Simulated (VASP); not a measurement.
# GaP (lda) (F-43m) in VASP: notebook, part 2 of 2

VASP 6.6.1. Earlier steps stand in the parts before.

### 3 Single point, LDA

Contents of INCAR:

```
SYSTEM = GaP
ALGO = Normal ; EDIFF = 1E-6
ENCUT = 500 ; GGA_COMPAT = .False.
ISIF = 2 ; ISMEAR = 0
LASPH = .True. ; LCHARG = .False.
LREAL = .False. ; LWAVE = .False.
NBANDS = 16 ; NELM = 120
PREC = Accurate ; SIGMA = 0.01
```

Contents of KPOINTS:

```
k-points
0
Gamma
  8 8 8
  0 0 0
```

Contents of POSCAR:

```
GaP
1.0
    0.0000000000      2.6956512308      2.6956512308
    2.6956512308      0.0000000000      2.6956512308
    2.6956512308      2.6956512308      0.0000000000
Ga P
1 1
Direct
    0.0000000000      0.0000000000      0.0000000000
    0.2500000000      0.2500000000      0.2500000000
```

Potentials or basis: VASP PAW LDA potentials, release 64 (Ga_d, P).

The run is started by

```
cat potpaw_LDA.64/Ga_d/POTCAR potpaw_LDA.64/P/POTCAR > POTCAR
mpirun -np 1 vasp_std > vasp.out
```

OUTCAR:

```text
SYSTEM = GaP
   EDIFF = 1E-6
   ENCUT = 500
   ISIF = 2
   ISMEAR = 0
   LASPH = .True.
   LREAL = .False.
   NELM = 120
   PREC = Accurate

 ion  position               nearest neighbor table
   1  0.000  0.000  0.000-   2 2.33   2 2.33   2 2.33   2 2.33
   2  0.250  0.250  0.250-   1 2.33   1 2.33   1 2.33   1 2.33

  LATTYP: Found a face centered cubic cell.
 ALAT       =     5.3913024616

  Lattice vectors:

 A1 = (   0.0000000000,   2.6956512308,   2.6956512308)
 A2 = (   2.6956512308,   0.0000000000,   2.6956512308)
 A3 = (   2.6956512308,   2.6956512308,   0.0000000000)

[... 624 lines left out ...]
      5      -9.8010      2.00000
      6      -5.2876      2.00000
[... 8 lines left out ...]
     15      16.8444      0.00000
     16      17.4333      0.00000

 [... further k-points ...]
[... 5 lines left out ...]
  --------------------------------------------------------------------------------------
  -------------------------------------------------------------------------------------
  Total        0.0181675      0.0181675      0.0181675      0.0000000      0.0000000      0.0000000
  in kB        0.7429919      0.7429919      0.7429919      0.0000000      0.0000000      0.0000000
  external PRESSURE =       0.7429919 kB  Pullay stress =       0.0000000 kB

 VOLUME and BASIS-vectors are now :
 -----------------------------------------------------------------------------
  energy-cutoff  :      500.00
  volume of cell :       39.18
      direct lattice vectors                 reciprocal lattice vectors
     0.000000000  2.695651231  2.695651231    -0.185483936  0.185483936  0.185483936
     2.695651231  0.000000000  2.695651231     0.185483936 -0.185483936  0.185483936
     2.695651231  2.695651231  0.000000000     0.185483936  0.185483936 -0.185483936

 POSITION                                       TOTAL-FORCE (eV/Angst)
 -----------------------------------------------------------------------------------
      0.00000      0.00000      0.00000         0.000000      0.000000      0.000000
      1.34783      1.34783      1.34783        -0.000000     -0.000000     -0.000000
 -----------------------------------------------------------------------------------
    total drift:                                0.000000      0.000000      0.000000

  FREE ENERGIE OF THE ION-ELECTRON SYSTEM (eV)
  ---------------------------------------------------
  free  energy   TOTEN  =       -10.4506623470 eV

  energy  without entropy=      -10.4506623470  energy(sigma->0) =      -10.45066235
```

stdout:

```text
POSCAR found type information on POSCAR GaP
 POSCAR found :  2 types and       2 ions
 scaLAPACK will be used
 LDA part: xc-table for (Slater(with rela. corr.)+CA(PZ))
 , standard interpolation
 POSCAR, INCAR and KPOINTS ok, starting setup
 FFT: planning ... GRIDC
 FFT: planning ... GRID_SOFT
 FFT: planning ... GRID
 WAVECAR not read
 entering main loop
```

It took 27 s on 1 thread of AMD EPYC 7R43 (Zen 3), shared host; peak memory 0.11 GiB.

Results:

- Free energy: -10.4507 eV
- Pressure: 0.1 GPa
- Band gap on the k mesh: 1.43 eV, indirect (least direct gap 1.91 eV)

Levels at points of the mesh, in eV from the valence-band top:
| k point | band 6 | band 7 | band 8 | band 9 | band 10 | band 11 | band 12 | band 13 |
| --- | --- | --- | --- | --- | --- | --- | --- | --- |
| (0.00, 0.00, 0.00) | -12.76 | 0.00 | 0.00 | 0.00 | 1.91 | 3.78 | 3.78 | 3.78 |
| (0.50, 0.00, 0.00) | -10.57 | -6.90 | -1.18 | -1.18 | 1.62 | 4.62 | 4.62 | 8.11 |
| (0.50, 0.50, 0.00) | -9.60 | -7.00 | -2.82 | -2.82 | 1.43 | 1.65 | 10.70 | 10.70 |

### 4 Single point, LDA

Contents of INCAR:

```
  PREC = Accurate
  ENCUT = 500
  EDIFF = 1E-6
  ISMEAR = 0
  SIGMA = 0.02
  LREAL = False
  LASPH = True
  NELM = 120
  ALGO = Normal
  ISIF = 2
  LWAVE = False
  LCHARG = True
  GGA = CA
  LELF = True
  LVHAR = True
  NBANDS = 16
  GGA_COMPAT = False
```

Contents of KPOINTS:

```
regular mesh
0
Gamma
  8 8 8
```

Contents of POSCAR:

```
GaP
1.0
    0.0000000000      2.6956512415      2.6956512415
    2.6956512415      0.0000000000      2.6956512415
    2.6956512415      2.6956512415      0.0000000000
Ga P
1 1
Direct
    0.0000000000      0.0000000000      0.0000000000
    0.2500000000      0.2500000000      0.2500000000
```

Potentials or basis: VASP PAW LDA potentials, release 64 (Ga_d, P).

The run is started by

```
cat potpaw_LDA.64/Ga_d/POTCAR potpaw_LDA.64/P/POTCAR > POTCAR
mpirun -np 1 vasp_std > vasp.out
```

OUTCAR:

```text
PREC = Accurate
   ENCUT = 500
   EDIFF = 1E-6
   ISMEAR = 0
   LREAL = False
   LASPH = True
   NELM = 120
   ISIF = 2
   GGA = CA

 ion  position               nearest neighbor table
   1  0.000  0.000  0.000-   2 2.33   2 2.33   2 2.33   2 2.33
   2  0.250  0.250  0.250-   1 2.33   1 2.33   1 2.33   1 2.33

  LATTYP: Found a face centered cubic cell.
 ALAT       =     5.3913024830

  Lattice vectors:

 A1 = (   0.0000000000,   2.6956512415,   2.6956512415)
 A2 = (   2.6956512415,   0.0000000000,   2.6956512415)
[... 625 lines left out ...]
      4      -9.8151      2.00000
      5      -9.8010      2.00000
      6      -5.2876      2.00000
[... 8 lines left out ...]
     15      16.8444      0.00000
     16      17.4333      0.00000

 [... further k-points ...]
[... 5 lines left out ...]
  --------------------------------------------------------------------------------------
  -------------------------------------------------------------------------------------
  Total        0.0181672      0.0181672      0.0181672     -0.0000000      0.0000000     -0.0000000
  in kB        0.7429807      0.7429807      0.7429807     -0.0000000      0.0000000     -0.0000000
  external PRESSURE =       0.7429807 kB  Pullay stress =       0.0000000 kB

 VOLUME and BASIS-vectors are now :
 -----------------------------------------------------------------------------
  energy-cutoff  :      500.00
  volume of cell :       39.18
      direct lattice vectors                 reciprocal lattice vectors
     0.000000000  2.695651241  2.695651241    -0.185483935  0.185483935  0.185483935
     2.695651241  0.000000000  2.695651241     0.185483935 -0.185483935  0.185483935
     2.695651241  2.695651241  0.000000000     0.185483935  0.185483935 -0.185483935

 POSITION                                       TOTAL-FORCE (eV/Angst)
 -----------------------------------------------------------------------------------
      0.00000      0.00000      0.00000        -0.000000     -0.000000     -0.000000
      1.34783      1.34783      1.34783         0.000000      0.000000      0.000000
 -----------------------------------------------------------------------------------
    total drift:                                0.000000      0.000000      0.000000

  FREE ENERGIE OF THE ION-ELECTRON SYSTEM (eV)
  ---------------------------------------------------
  free  energy   TOTEN  =       -10.4506623473 eV

  energy  without entropy=      -10.4506623473  energy(sigma->0) =      -10.45066235
```

It took 7.5 s on 1 thread of Intel Xeon 6975P-C (Granite Rapids), shared host; peak memory 0.14 GiB.

What came out:

```yaml
Free_energy: -10.4507 eV
Pressure: 0.1 GPa
Band_gap_on_the_k_mesh: 1.43 eV, indirect (least direct gap 1.91 eV)
```

Levels at points of the mesh, in eV from the valence-band top:
| k point | band 6 | band 7 | band 8 | band 9 | band 10 | band 11 | band 12 | band 13 |
| --- | --- | --- | --- | --- | --- | --- | --- | --- |
| (0.00, 0.00, 0.00) | -12.76 | 0.00 | 0.00 | 0.00 | 1.91 | 3.78 | 3.78 | 3.78 |
| (0.50, 0.00, 0.00) | -10.57 | -6.90 | -1.18 | -1.18 | 1.62 | 4.62 | 4.62 | 8.11 |
| (0.50, 0.50, 0.00) | -9.60 | -7.00 | -2.82 | -2.82 | 1.43 | 1.65 | 10.70 | 10.70 |

A k mesh can miss the band edges. As with any semilocal functional, this LDA gap is likely too small.
